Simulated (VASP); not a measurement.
Bi, 1 atom in the cell. Symmetry: I4/mmm, No. 139, tetragonal system. Conventional cell: a = 3.434 Å, b = 3.434 Å, c = 5.377 Å, α = 90.00°, β = 90.00°, γ = 90.00°. Within 4.5 Å of Bi (site symmetry 4/mmm) lie 12 Bi at 3.43 to 3.62 Å. 

| Item | Value |
| --- | --- |
| Program | VASP 6.6.1 |
| Task | single point |
| Functional | PBE |
| Dispersion | D3(BJ) |
| Potentials or basis | VASP PAW PBE potentials, release 64 (Bi_d) |
| Cutoff | 520 eV |
| k mesh | 18 × 18 × 18 |
| Occupations | gaussian, width 0.15 eV |
| Spin | no spin polarisation |
| Dipole correction | no |
| Further INCAR settings | ALGO = Fast; EDIFF = 1e-06; NBANDS = 14 |

Potentials or basis: VASP PAW PBE potentials, release 64 (Bi_d).

Run with:

```console
$ cat potpaw_PBE.64/Bi_d/POTCAR > POTCAR
$ mpirun -np 1 vasp_std > vasp.out
```

Hardware: 1 thread of AMD EPYC 9R45 96-Core Processor (Zen 5), with other jobs on the host.

Estimate the wall time of this run.

Run time: 110 s on 1 thread of AMD EPYC 9R45 96-Core Processor (Zen 5), with other jobs on the host, peak memory 0.28 GiB. Counts: scf iterations 12, k points 480.
